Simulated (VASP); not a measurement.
# Si62P (a cell with a defect) in VASP: single point with PBE

Aim: the single point of Si62P (a cell with a defect) with PBE.

All numbers are computed with VASP 6.6.1; they aren't measurements. Logs are shortened: lines on timing, memory, paths and dates and some standing lists are left out, and cuts for length are marked.

### 1 The cell of the first run

The cell holds a defect, 63 atoms: a = 10.860 Å, b = 10.860 Å, c = 10.860 Å, α = 90.00°, β = 90.00°, γ = 90.00°.

### 2 Single point, PBE

Input file INCAR:

```
SYSTEM = Si62P
ALGO     = Normal         ! electronic algorithm
EDIFF    = 1E-6           ! SCF threshold, eV
ENCUT    = 520            ! plane-wave cutoff, eV
GGA      = PE             ! functional
ISIF     = 2              ! what is computed and relaxed
ISMEAR   = 0              ! smearing method
LASPH    = .True.         ! aspherical terms in the spheres
LCHARG   = .True.         ! write CHGCAR
LELF     = .True.         ! ELF
LREAL    = Auto         
LVHAR    = .True.       
LWAVE    = .False.        ! write WAVECAR
NBANDS   = 164            ! bands
NELECT   = 254.0        
NELM     = 100            ! most SCF steps
PREC     = Accurate       ! precision mode
SIGMA    = 0.02           ! smearing width, eV
```

Input file KPOINTS:

```
k-points
0
Gamma
  1 1 1
  0 0 0
```

Input file POSCAR:

```
Si62P
1.0
   10.8600000000      0.0000000000      0.0000000000
    0.0000000000     10.8600000000      0.0000000000
    0.0000000000      0.0000000000     10.8600000000
Si P
62 1
Direct
    0.5008819521      0.0001045120      0.0001045120
    0.6259513812      0.1244406077      0.1244406077
    0.7559142726      0.2446048803      0.0003744015
    0.8789989871      0.3723281768      0.1246162983
    0.7559142726      0.0003744015      0.2446048803
    0.8789989871      0.1246162983      0.3723281768
    0.2485214549      0.2485214549      0.0093100368
    0.3760720994      0.3760720994      0.1277524862
    0.4989802026      0.4989802026     -0.0012259669
    0.6235123389      0.6235123389      0.1229737569
    0.7497982505      0.7497982505     -0.0009635359
    0.8800194291      0.8800194291      0.1101059853
    0.2485214549      0.0093100368      0.2485214549
    0.3760720994      0.1277524862      0.3760720994
    0.5031172192      0.2510952118      0.2510952118
    0.6276200737      0.3757721915      0.3757721915
    0.7519210866      0.5000395948      0.2483085635
    0.8759490792      0.6272994475      0.3716947514
    0.4989802026     -0.0012259669      0.4989802026
    0.6235123389      0.1229737569      0.6235123389
    0.7519210866      0.2483085635      0.5000395948
    0.8759490792      0.3716947514      0.6272994475
    0.7497982505     -0.0009635359      0.7497982505
    0.8800194291      0.1101059853      0.8800194291
    0.0001045120      0.5008819521      0.0001045120
    0.1244406077      0.6259513812      0.1244406077
    0.2446048803      0.7559142726      0.0003744015
    0.3723281768      0.8789989871      0.1246162983
    0.0093100368      0.2485214549      0.2485214549
    0.1277524862      0.3760720994      0.3760720994
    0.2510952118      0.5031172192      0.2510952118
    0.3757721915      0.6276200737      0.3757721915
    0.5000395948      0.7519210866      0.2483085635
    0.6272994475      0.8759490792      0.3716947514
    0.0001045120      0.0001045120      0.5008819521
    0.1244406077      0.1244406077      0.6259513812
    0.2510952118      0.2510952118      0.5031172192
    0.3757721915      0.3757721915      0.6276200737
    0.4997241252      0.4997241252      0.4997241252
    0.6237457643      0.6237457643      0.6237457643
    0.7495138122      0.7495138122      0.4983891344
    0.8739058011      0.8739058011      0.6238098527
    0.2446048803      0.0003744015      0.7559142726
    0.3723281768      0.1246162983      0.8789989871
    0.5000395948      0.2483085635      0.7519210866
    0.6272994475      0.3716947514      0.8759490792
    0.7495138122      0.4983891344      0.7495138122
    0.8739058011      0.6238098527      0.8739058011
    0.0003744015      0.7559142726      0.2446048803
    0.1246162983      0.8789989871      0.3723281768
   -0.0012259669      0.4989802026      0.4989802026
    0.1229737569      0.6235123389      0.6235123389
    0.2483085635      0.7519210866      0.5000395948
    0.3716947514      0.8759490792      0.6272994475
    0.0003744015      0.2446048803      0.7559142726
    0.1246162983      0.3723281768      0.8789989871
    0.2483085635      0.5000395948      0.7519210866
    0.3716947514      0.6272994475      0.8759490792
    0.4983891344      0.7495138122      0.7495138122
    0.6238098527      0.8739058011      0.8739058011
   -0.0009635359      0.7497982505      0.7497982505
    0.1101059853      0.8800194291      0.8800194291
    0.1212371087      0.1212371087      0.1212371087
```

Potentials or basis: VASP PAW PBE potentials, release 64 (Si, P).

Run with:

```console
$ cat potpaw_PBE.64/Si/POTCAR potpaw_PBE.64/P/POTCAR > POTCAR
$ mpirun -np 1 vasp_gam > vasp.out
```

OUTCAR:

```text
SYSTEM = Si62P
   EDIFF = 1E-6
   ENCUT = 520
   GGA = PE
   ISIF = 2
   ISMEAR = 0
   LASPH = .True.
   LREAL = Auto
   NELECT = 254.0
   NELM = 100
   PREC = Accurate

 ion  position               nearest neighbor table
   1  0.501  0.000  0.000-   2 2.34  28 2.35  44 2.35  60 2.35
   2  0.626  0.124  0.124-   1 2.34   3 2.35   5 2.35  15 2.36
   3  0.756  0.245  0.000-   2 2.35   4 2.35  24 2.38  46 2.38
   4  0.879  0.372  0.125-  25 2.35   3 2.35  29 2.37  17 2.37
   5  0.756  0.000  0.245-   2 2.35   6 2.35  12 2.38  34 2.38
   6  0.879  0.125  0.372-  35 2.35   5 2.35  29 2.37  21 2.37
   7  0.249  0.249  0.009-  63 2.30   8 2.34  56 2.37  44 2.37
   8  0.376  0.376  0.128-   7 2.34   9 2.35  15 2.35  31 2.35
   9  0.499  0.499  0.999-  10 2.34   8 2.35  46 2.37  58 2.37
  10  0.624  0.624  0.123-   9 2.34  11 2.36  17 2.37  33 2.37
  11  0.750  0.750  0.999-  12 2.34  48 2.35  60 2.35  10 2.36
  12  0.880  0.880  0.110-  11 2.34   5 2.38  49 2.38
  13  0.249  0.009  0.249-  63 2.30  14 2.34  50 2.37  28 2.37
  14  0.376  0.128  0.376-  13 2.34  19 2.35  15 2.35  37 2.35
  15  0.503  0.251  0.251-  16 2.34  14 2.35   8 2.35   2 2.36
  16  0.628  0.376  0.376-  15 2.34  39 2.36  21 2.36  17 2.36
  17  0.752  0.500  0.248-  18 2.35  16 2.36  10 2.37   4 2.37
[... 42 lines left out ...]
  60  0.624  0.874  0.874-  59 2.35  23 2.35  11 2.35   1 2.35
  61  0.999  0.750  0.750-  62 2.34  48 2.35  42 2.35  52 2.36
  62  0.110  0.880  0.880-  61 2.34  43 2.38  27 2.38
  63  0.121  0.121  0.121-   7 2.30  13 2.30  29 2.30

  LATTYP: Found a simple cubic cell.
 ALAT       =    10.8600000000

  Lattice vectors:

 A1 = (  10.8600000000,   0.0000000000,   0.0000000000)
 A2 = (   0.0000000000,  10.8600000000,   0.0000000000)
 A3 = (   0.0000000000,   0.0000000000,  10.8600000000)

Analysis of symmetry for initial positions (statically):
=====================================================================
 Subroutine PRICEL returns:
 Original cell was already a primitive cell.

 Routine SETGRP: Setting up the symmetry group for a
 simple cubic supercell.

 Subroutine GETGRP returns: Found  6 space group operations
 (whereof  6 operations were pure point group operations)
 out of a pool of 48 trial point group operations.

The static configuration has the point symmetry C_3v.

Analysis of symmetry for dynamics (positions and initial velocities):
=====================================================================
 Subroutine PRICEL returns:
 Original cell was already a primitive cell.

 Routine SETGRP: Setting up the symmetry group for a
 simple cubic supercell.

 Subroutine GETGRP returns: Found  6 space group operations
 (whereof  6 operations were pure point group operations)
 out of a pool of 48 trial point group operations.

The dynamic configuration has the point symmetry C_3v.

 Subroutine INISYM returns: Found  6 space group operations
 (whereof  6 operations are pure point group operations),
 and found     1 'primitive' translations

----------------------------------------------------------------------------------------

                                     Primitive cell

  volume of cell :    1280.8241

  direct lattice vectors                    reciprocal lattice vectors
    10.860000000  0.000000000  0.000000000     0.092081031  0.000000000  0.000000000
     0.000000000 10.860000000  0.000000000     0.000000000  0.092081031  0.000000000
     0.000000000  0.000000000 10.860000000     0.000000000  0.000000000  0.092081031

  length of vectors
    10.860000000 10.860000000 10.860000000     0.092081031  0.092081031  0.092081031

  position of ions in fractional coordinates (direct lattice)
     0.500881952  0.000104512  0.000104512
     0.625951381  0.124440608  0.124440608
[... 136 lines left out ...]
 Generating k-lattice:

  Cartesian coordinates                     Fractional coordinates (reciprocal lattice)
     0.092081031  0.000000000  0.000000000     1.000000000  0.000000000  0.000000000
     0.000000000  0.092081031  0.000000000     0.000000000  1.000000000  0.000000000
     0.000000000  0.000000000  0.092081031     0.000000000  0.000000000  1.000000000

  Length of vectors
     0.092081031  0.092081031  0.092081031

  Shift w.r.t. Gamma in fractional coordinates (k-lattice)
     0.000000000  0.000000000  0.000000000

 Subroutine IBZKPT returns following result:
 ===========================================

 Found      1 irreducible k-points:

 Following reciprocal coordinates:
            Coordinates               Weight
  0.000000  0.000000  0.000000      1.000000
   k-points           NKPTS =      1   k-points in BZ     NKDIM =      1   number of bands    NBANDS=    164
   number of dos      NEDOS =    301   number of ions     NIONS =     63
   total plane-waves  NPLWV = 592704
   dimension x,y,z NGX =    84 NGY =   84 NGZ =   84
   dimension x,y,z NGXF=   168 NGYF=  168 NGZF=  168
   ions per type =              62   1
   NGX,Y,Z   is equivalent  to a cutoff of  12.86, 12.86, 12.86 a.u.
   NGXF,Y,Z  is equivalent  to a cutoff of  25.72, 25.72, 25.72 a.u.
 SYSTEM =  Si62P
   PREC   = accura    normal or accurate (medium, high low for compatibility)
   ISTART =      0    job   : 0-new  1-cont  2-samecut
   ICHARG =      2    charge: 1-file 2-atom 10-const
   ISPIN  =      1    spin polarized calculation?
   LNONCOLLINEAR =      F non collinear calculations
   LSORBIT =      F    spin-orbit coupling
   LASPH  =      T    aspherical Exc in radial PAW
   ENCUT  =  520.0 eV  38.22 Ry    6.18 a.u.  20.19 20.19 20.19*2*pi/ulx,y,z
   NELM   =    100;   NELMIN=  2; NELMDL= -5     # of ELM steps
   EDIFF  = 0.1E-05   stopping-criterion for ELM
   LREAL  =      T    real-space projection
   EDIFFG = 0.1E-04   stopping-criterion for IOM
   NSW    =      0    number of steps for IOM
   IBRION =     -1    ionic relax: 0-MD 1-quasi-New 2-CG
   NFREE  =      0    steps in history (QN), initial steepest desc. (CG)
   ISIF   =      2    stress and relaxation
   ISYM   =      2    0-nonsym 1-usesym 2-fastsym
   POTIM  = 0.5000    time-step for ionic-motion
   TEBEG  =    0.0;   TEEND  =   0.0 temperature during run
   PSTRESS=    0.0 pullay stress
   NELECT =     254.0000    total number of electrons
   NUPDOWN=      -1.0000    fix difference up-down
   EMIN   =  10.00;   EMAX   =-10.00  energy-range for DOS
   EFERMI =   0.00;   METHOD = LEGACY
   ISMEAR =     0;   SIGMA  =   0.02  broadening in eV -4-tet -1-fermi 0-gaus
   EFERMI_NEDOS =   21; number of points for ismear=-14 and -15
   IALGO  =     38    algorithm
   IMIX   =      4    mixing-type and parameters
     AMIX     =   0.40;   BMIX     =  1.00
     AMIX_MAG =   1.60;   BMIX_MAG =  1.00
  volume/ion in A,a.u.               =      20.33       137.20
  Fermi-wavevector in a.u.,A,eV,Ry     =   0.954677  1.804077 12.400449  0.911407
  Thomas-Fermi vector in A             =   2.083445
   LORBIT       =      0    0 simple, 1 ext, 2 COOP (PROOUT), +10 PAW based schemes
   GGA     = PE    functional components
   LHFCALC =     F    Hartree Fock is set to
   AEXX    =    0.0000 exact exchange contribution
   IVDW    =     0    specifies the selected vdW correction
   LEPSILON=     F    determine dielectric tensor
   LRPA    =     F    only Hartree local field effects (RPA)
 non-spin polarized calculation
 Gauss-broadening in eV      SIGMA  =   0.02
  energy-cutoff  :      520.00
  volume of cell :     1280.82
 maximum number of plane-waves:     17229
 NGX is ok and might be reduce to    84
   NGX = 41   NGY = 41   NGZ = 41

 number of electron     253.9999990 magnetization

 Free energy of the ion-electron system (eV)
  ---------------------------------------------------
  ext. energy  EPLUGINS =         0.00000000
  ---------------------------------------------------
  free energy    TOTEN  =      -326.52097607 eV

  energy without entropy =     -326.49840849  energy(sigma->0) =     -326.50969228

 E-fermi :   6.3100     XC(G=0):  -9.3541

 val. band max:        6.3099964234   @ k =   0.0000   0.0000   0.0000
 cond. band min:       6.3099964235   @ k =   0.0000   0.0000   0.0000
 fundamental gap:      0.0000000001
 Fermi energy:         6.3099964235

 k-point     1 :       0.0000    0.0000    0.0000
  band No.  band energies     occupation
      1      -6.3419      2.00000
      2      -5.7651      2.00000
      3      -5.1674      2.00000
      4      -5.1674      2.00000
      5      -5.1306      2.00000
      6      -5.1306      2.00000
[... 131 lines left out ...]
    138       6.9223      0.00000
    139       6.9469      0.00000
 [bands above 139 left out]

------------------------ aborting loop because EDIFF is reached ----------------------------------------

  FORCE on cell =-STRESS in cart. coord.  units (eV):
  Direction    XX          YY          ZZ          XY          YZ          ZX
  --------------------------------------------------------------------------------------
  -------------------------------------------------------------------------------------
  Total       22.4548977     22.4548977     22.4548977      6.9120147      6.9120147      6.9120147
  in kB       28.0887354     28.0887354     28.0887354      8.6462096      8.6462096      8.6462096
  external PRESSURE =      28.0887354 kB  Pullay stress =       0.0000000 kB

 VOLUME and BASIS-vectors are now :
 -----------------------------------------------------------------------------
  energy-cutoff  :      520.00
  volume of cell :     1280.82
      direct lattice vectors                 reciprocal lattice vectors
    10.860000000  0.000000000  0.000000000     0.092081031  0.000000000  0.000000000
     0.000000000 10.860000000  0.000000000     0.000000000  0.092081031  0.000000000
     0.000000000  0.000000000 10.860000000     0.000000000  0.000000000  0.092081031

 POSITION                                       TOTAL-FORCE (eV/Angst)
 -----------------------------------------------------------------------------------
      5.43958      0.00114      0.00114         0.008685      0.001441      0.001441
      6.79783      1.35142      1.35142         0.003843     -0.002196     -0.002196
      8.20923      2.65641      0.00407        -0.005222      0.002495     -0.003746
      9.54593      4.04348      1.35333        -0.002528     -0.004156     -0.006246
      8.20923      0.00407      2.65641        -0.005222     -0.003746      0.002495
      9.54593      1.35333      4.04348        -0.002528     -0.006246     -0.004156
[... 55 lines left out ...]
      1.19575      9.55701      9.55701        -0.004490      0.006352      0.006352
      1.31664      1.31664      1.31664         0.013622      0.013622      0.013622
 -----------------------------------------------------------------------------------
    total drift:                                0.015565      0.015565      0.015565

  FREE ENERGIE OF THE ION-ELECTRON SYSTEM (eV)
  ---------------------------------------------------
  free  energy   TOTEN  =      -326.5209760739 eV

  energy  without entropy=     -326.4984084905  energy(sigma->0) =     -326.50969228
```

Run time: 12 min. Hardware: 1 thread of Intel Xeon 8259CL, shared host; peak memory 1 GiB.

Results:

```
Free energy   : -326.5210 eV
Largest force : 0.024 eV/Å
```

Forces in eV/Å, atoms in the order of the input:
```
Si   0.009  0.001  0.001
Si   0.004 -0.002 -0.002
Si  -0.005  0.002 -0.004
Si  -0.003 -0.004 -0.006
Si  -0.005 -0.004  0.002
Si  -0.003 -0.006 -0.004
Si  -0.009 -0.009 -0.001
Si   0.003  0.003 -0.006
Si   0.002  0.002  0.005
Si   0.003  0.003  0.006
Si  -0.002 -0.002  0.000
Si   0.006  0.006 -0.004
Si  -0.009 -0.001 -0.009
Si   0.003 -0.006  0.003
Si   0.001 -0.005 -0.005
Si  -0.004  0.006  0.006
Si   0.000 -0.004 -0.005
Si   0.003 -0.001  0.012
Si   0.002  0.005  0.002
Si   0.003  0.006  0.003
Si   0.000 -0.005 -0.004
Si   0.003  0.012 -0.001
Si  -0.002  0.000 -0.002
Si   0.006 -0.004  0.006
Si   0.001  0.009  0.001
Si  -0.002  0.004 -0.002
Si   0.002 -0.005 -0.004
Si  -0.004 -0.003 -0.006
Si  -0.001 -0.009 -0.009
Si  -0.006  0.003  0.003
Si  -0.005  0.001 -0.005
Si   0.006 -0.004  0.006
Si  -0.004  0.000 -0.005
Si  -0.001  0.003  0.012
Si   0.001  0.001  0.009
Si  -0.002 -0.002  0.004
Si  -0.005 -0.005  0.001
Si   0.006  0.006 -0.004
Si  -0.005 -0.005 -0.005
Si   0.008  0.008  0.008
Si  -0.004 -0.004  0.001
Si  -0.001 -0.001  0.005
Si   0.002 -0.004 -0.005
Si  -0.004 -0.006 -0.003
Si  -0.004 -0.005  0.000
Si  -0.001  0.012  0.003
Si  -0.004  0.001 -0.004
Si  -0.001  0.005 -0.001
Si  -0.004 -0.005  0.002
Si  -0.006 -0.003 -0.004
Si   0.005  0.002  0.002
Si   0.006  0.003  0.003
Si  -0.005  0.000 -0.004
Si   0.012  0.003 -0.001
Si  -0.004  0.002 -0.005
Si  -0.006 -0.004 -0.003
Si  -0.005 -0.004  0.000
Si   0.012 -0.001  0.003
Si   0.001 -0.004 -0.004
Si   0.005 -0.001 -0.001
Si   0.000 -0.002 -0.002
Si  -0.004  0.006  0.006
P    0.014  0.014  0.014
```

Caveat: the k points lie up to 0.58 Å⁻¹ apart; the cell carries a net charge on a neutralising background, which shifts energy and pressure; the cell is charged against a uniform background, so pressure and absolute levels hang on convention.
